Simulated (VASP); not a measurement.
# Nb (Im-3m) in VASP: a series of runs

The runs below take Nb through single point, relaxation of cell and atoms, with LDA.

Program: VASP 6.6.1. These are calculated values, not measurements. Logs are shortened: lines on timing, memory, paths and dates and some standing lists are left out, and cuts for length are marked.

## Step 1: The cell of the first run

The structure is cubic, space group Im-3m (No. 229). The conventional cell has a = 3.248 Å, b = 3.248 Å, c = 3.248 Å, α = 90.00°, β = 90.00°, γ = 90.00°. Within 3.7 Å of Nb (site symmetry m-3m) lie 14 Nb at 2.81 to 3.25 Å.

## Step 2: Single point, LDA

The input, INCAR:

```
PREC = Accurate
ENCUT = 500
EDIFF = 1E-6
ISMEAR = 0
SIGMA = 0.1
LREAL = False
LASPH = True
NELM = 120
ALGO = Normal
ISIF = 2
LWAVE = False
LCHARG = False
NBANDS = 12
GGA_COMPAT = False
```

The input, KPOINTS:

```
Automatic mesh
0
Gamma
  18 18 18
```

The input, POSCAR:

```
Nb
1.0
   -1.6238321040      1.6238321040      1.6238321040
    1.6238321040     -1.6238321040      1.6238321040
    1.6238321040      1.6238321040     -1.6238321040
Nb
1
Direct
    0.0000000000      0.0000000000      0.0000000000
```

Potentials or basis: VASP PAW LDA potentials, release 64 (Nb_sv).

Command:

```
$ cat potpaw_LDA.64/Nb_sv/POTCAR > POTCAR
$ mpirun -np 1 vasp_std > vasp.out
```

OUTCAR:

```text
PREC = Accurate
   ENCUT = 500
   EDIFF = 1E-6
   ISMEAR = 0
   LREAL = False
   LASPH = True
   NELM = 120
   ISIF = 2

 ion  position               nearest neighbor table
   1  0.000  0.000  0.000-

  LATTYP: Found a body centered cubic cell.
 ALAT       =     3.2476642080

  Lattice vectors:

 A1 = (  -1.6238321040,   1.6238321040,   1.6238321040)
 A2 = (   1.6238321040,  -1.6238321040,   1.6238321040)
 A3 = (   1.6238321040,   1.6238321040,  -1.6238321040)

Analysis of symmetry for initial positions (statically):
=====================================================================
 Subroutine PRICEL returns:
 Original cell was already a primitive cell.

 Routine SETGRP: Setting up the symmetry group for a
 body centered cubic supercell.

 Subroutine GETGRP returns: Found 48 space group operations
 (whereof 48 operations were pure point group operations)
 out of a pool of 48 trial point group operations.

The static configuration has the point symmetry O_h .

Analysis of symmetry for dynamics (positions and initial velocities):
=====================================================================
 Subroutine PRICEL returns:
 Original cell was already a primitive cell.

 Routine SETGRP: Setting up the symmetry group for a
 body centered cubic supercell.

 Subroutine GETGRP returns: Found 48 space group operations
 (whereof 48 operations were pure point group operations)
 out of a pool of 48 trial point group operations.

The dynamic configuration has the point symmetry O_h .

 Subroutine INISYM returns: Found 48 space group operations
 (whereof 48 operations are pure point group operations),
 and found     1 'primitive' translations

----------------------------------------------------------------------------------------

                                     Primitive cell

  volume of cell :      17.1271

  direct lattice vectors                    reciprocal lattice vectors
    -1.623832104  1.623832104  1.623832104     0.000000000  0.307913607  0.307913607
     1.623832104 -1.623832104  1.623832104     0.307913607  0.000000000  0.307913607
     1.623832104  1.623832104 -1.623832104     0.307913607  0.307913607  0.000000000

  length of vectors
     2.812559707  2.812559707  2.812559707     0.435455599  0.435455599  0.435455599

  position of ions in fractional coordinates (direct lattice)
     0.000000000  0.000000000  0.000000000

  ion indices of the primitive-cell ions
   primitive index   ion index
                 1           1

----------------------------------------------------------------------------------------

 KPOINTS: Automatic mesh

Automatic generation of k-mesh.
 Grid dimensions read from file:
 generate k-points for:   18   18   18

 Generating k-lattice:

  Cartesian coordinates                     Fractional coordinates (reciprocal lattice)
     0.000000000  0.017106311  0.017106311     0.055555556  0.000000000  0.000000000
     0.017106311  0.000000000  0.017106311     0.000000000  0.055555556  0.000000000
     0.017106311  0.017106311  0.000000000     0.000000000  0.000000000  0.055555556

  Length of vectors
     0.024191978  0.024191978  0.024191978

  Shift w.r.t. Gamma in fractional coordinates (k-lattice)
     0.000000000  0.000000000  0.000000000

 Subroutine IBZKPT returns following result:
 ===========================================

 Found    195 irreducible k-points:

 Following reciprocal coordinates:
            Coordinates               Weight
  0.000000  0.000000  0.000000      1.000000
  0.055556  0.000000  0.000000     12.000000
  0.111111  0.000000  0.000000     12.000000
  0.166667  0.000000  0.000000     12.000000
  0.222222  0.000000  0.000000     12.000000
  0.277778  0.000000  0.000000     12.000000
[... 16 lines left out ...]
  0.333333  0.111111 -0.000000     48.000000
  0.388889  0.111111 -0.000000     48.000000
 [... further k-points ...]
   k-points           NKPTS =    195   k-points in BZ     NKDIM =    195   number of bands    NBANDS=     12
   number of dos      NEDOS =    301   number of ions     NIONS =      1
   total plane-waves  NPLWV =  13824
   dimension x,y,z NGX =    24 NGY =   24 NGZ =   24
   dimension x,y,z NGXF=    48 NGYF=   48 NGZF=   48
   ions per type =               1
   NGX,Y,Z   is equivalent  to a cutoff of  14.19, 14.19, 14.19 a.u.
   NGXF,Y,Z  is equivalent  to a cutoff of  28.37, 28.37, 28.37 a.u.
 SYSTEM =  unknown system
   PREC   = accura    normal or accurate (medium, high low for compatibility)
   ISTART =      0    job   : 0-new  1-cont  2-samecut
   ICHARG =      2    charge: 1-file 2-atom 10-const
   ISPIN  =      1    spin polarized calculation?
   LNONCOLLINEAR =      F non collinear calculations
   LSORBIT =      F    spin-orbit coupling
   LASPH  =      T    aspherical Exc in radial PAW
   ENCUT  =  500.0 eV  36.75 Ry    6.06 a.u.   5.13  5.13  5.13*2*pi/ulx,y,z
   NELM   =    120;   NELMIN=  2; NELMDL= -5     # of ELM steps
   EDIFF  = 0.1E-05   stopping-criterion for ELM
   LREAL  =      F    real-space projection
   EDIFFG = 0.1E-04   stopping-criterion for IOM
   NSW    =      0    number of steps for IOM
   IBRION =     -1    ionic relax: 0-MD 1-quasi-New 2-CG
   NFREE  =      0    steps in history (QN), initial steepest desc. (CG)
   ISIF   =      2    stress and relaxation
   ISYM   =      2    0-nonsym 1-usesym 2-fastsym
   POTIM  = 0.5000    time-step for ionic-motion
   TEBEG  =    0.0;   TEEND  =   0.0 temperature during run
   PSTRESS=    0.0 pullay stress
   NELECT =      13.0000    total number of electrons
   NUPDOWN=      -1.0000    fix difference up-down
   EMIN   =  10.00;   EMAX   =-10.00  energy-range for DOS
   EFERMI =   0.00;   METHOD = LEGACY
   ISMEAR =     0;   SIGMA  =   0.10  broadening in eV -4-tet -1-fermi 0-gaus
   EFERMI_NEDOS =   21; number of points for ismear=-14 and -15
   IALGO  =     38    algorithm
   IMIX   =      4    mixing-type and parameters
     AMIX     =   0.40;   BMIX     =  1.00
     AMIX_MAG =   1.60;   BMIX_MAG =  1.00
  volume/ion in A,a.u.               =      17.13       115.58
  Fermi-wavevector in a.u.,A,eV,Ry     =   1.493350  2.822022 30.342258  2.230093
  Thomas-Fermi vector in A             =   2.605761
   LORBIT       =      0    0 simple, 1 ext, 2 COOP (PROOUT), +10 PAW based schemes
   GGA     = CA    functional components
   LHFCALC =     F    Hartree Fock is set to
   AEXX    =    0.0000 exact exchange contribution
   IVDW    =     0    specifies the selected vdW correction
   LEPSILON=     F    determine dielectric tensor
   LRPA    =     F    only Hartree local field effects (RPA)
 non-spin polarized calculation
 Gauss-broadening in eV      SIGMA  =   0.10
  energy-cutoff  :      500.00
  volume of cell :       17.13
 maximum number of plane-waves:       466
 NGX is ok and might be reduce to    24
   NGX = 11   NGY = 11   NGZ = 11

 number of electron      13.0000001 magnetization

 Free energy of the ion-electron system (eV)
  ---------------------------------------------------
  ext. energy  EPLUGINS =         0.00000000
  ---------------------------------------------------
  free energy    TOTEN  =       -11.25849597 eV

  energy without entropy =      -11.25084789  energy(sigma->0) =      -11.25467193

 E-fermi :  11.7083     XC(G=0): -12.9760

 val. band max:       11.7076169602   @ k =  -0.1111   0.1667   0.0556
 cond. band min:      11.7122921340   @ k =   0.1111   0.0000   0.0000
 fundamental gap:      0.0046751738
 Fermi energy:        11.7083405701

 k-point     1 :       0.0000    0.0000    0.0000
  band No.  band energies     occupation
      1     -42.3000      2.00000
      2     -17.6297      2.00000
      3     -17.6297      2.00000
      4     -17.6297      2.00000
      5       5.7047      2.00000
      6      12.0333      0.00000
      7      12.0333      0.00000
      8      12.0333      0.00000
      9      15.1070      0.00000
     10      15.1070      0.00000
     11      26.0856      0.00000
     12      26.0856      0.00000

 k-point     2 :       0.0556    0.0000    0.0000
  band No.  band energies     occupation
      1     -42.2909      2.00000
      2     -17.6826      2.00000
      3     -17.6455      2.00000
      4     -17.6302      2.00000
      5       5.8412      2.00000
      6      11.9478      0.00071
      7      12.0143      0.00002
      8      12.1644      0.00000
      9      14.9704      0.00000
     10      15.1064      0.00000
     11      26.2023      0.00000
     12      26.3207      0.00000

 k-point     3 :       0.1111    0.0000    0.0000
  band No.  band energies     occupation
      1     -42.2649      2.00000
      2     -17.8331      2.00000
      3     -17.6909      2.00000
      4     -17.6316      2.00000
      5       6.2305      2.00000
      6      11.7123      0.95543
      7      11.9335      0.00145
      8      12.5527      0.00000
      9      14.6814      0.00000
     10      15.1119      0.00000
     11      26.4953      0.00000
     12      27.0030      0.00000
[... 286 lines left out ...]
 k-point    23 :       0.3333    0.1111   -0.0000
  band No.  band energies     occupation
      1     -42.0182      2.00000
      2     -19.0284      2.00000
      3     -18.1281      2.00000
      4     -17.7140      2.00000
      5       8.3058      2.00000
      6      10.1560      2.00000
      7      12.3808      0.00000
      8      14.8905      0.00000
      9      15.9686      0.00000
     10      18.0018      0.00000
     11      24.6874      0.00000
     12      25.6993      0.00000

 k-point    24 :       0.3889    0.1111   -0.0000
  band No.  band energies     occupation
      1     -41.9924      2.00000
      2     -19.1389      2.00000
      3     -18.1804      2.00000
      4     -17.7167      2.00000
      5       8.1853      2.00000
      6      10.0275      2.00000
      7      13.0109      0.00000
      8      15.0160      0.00000
      9      16.1934      0.00000
     10      18.9017      0.00000
     11      24.1599      0.00000
     12      24.7453      0.00000

 [... further k-points ...]
[... 5 lines left out ...]
  --------------------------------------------------------------------------------------
  -------------------------------------------------------------------------------------
  Total       -0.0239172     -0.0239172     -0.0239172     -0.0000000      0.0000000      0.0000000
  in kB       -2.2373703     -2.2373703     -2.2373703     -0.0000000      0.0000000      0.0000000
  external PRESSURE =      -2.2373703 kB  Pullay stress =       0.0000000 kB

 VOLUME and BASIS-vectors are now :
 -----------------------------------------------------------------------------
  energy-cutoff  :      500.00
  volume of cell :       17.13
      direct lattice vectors                 reciprocal lattice vectors
    -1.623832104  1.623832104  1.623832104     0.000000000  0.307913607  0.307913607
     1.623832104 -1.623832104  1.623832104     0.307913607  0.000000000  0.307913607
     1.623832104  1.623832104 -1.623832104     0.307913607  0.307913607  0.000000000

 POSITION                                       TOTAL-FORCE (eV/Angst)
 -----------------------------------------------------------------------------------
      0.00000      0.00000      0.00000        -0.000000      0.000000     -0.000000
 -----------------------------------------------------------------------------------
    total drift:                                0.000000      0.000000      0.000000

  FREE ENERGIE OF THE ION-ELECTRON SYSTEM (eV)
  ---------------------------------------------------
  free  energy   TOTEN  =       -11.2584959726 eV

  energy  without entropy=      -11.2508478877  energy(sigma->0) =      -11.25467193
```

Run time: 17 s. Hardware: 1 thread of Intel Xeon Platinum 8559C (Emerald Rapids), shared host; peak memory 0.15 GiB.

What came out:

```yaml
Free_energy: -11.2585 eV
Pressure: -0.2 GPa
```

Levels at points of the mesh, in eV from the Fermi level:
```tsv
k point	band 3	band 4	band 5	band 6	band 7	band 8	band 9	band 10
(0.00, 0.00, 0.00)	-29.34	-29.34	-6.00	0.32	0.32	0.32	3.40	3.40
(0.50, 0.00, 0.00)	-29.84	-29.36	-3.94	-1.83	2.61	3.47	4.19	6.82
(0.50, 0.50, 0.50)	-30.43	-30.43	-4.04	-4.04	5.97	5.97	5.97	9.52
```

(Part 1 of 2 ends here.)
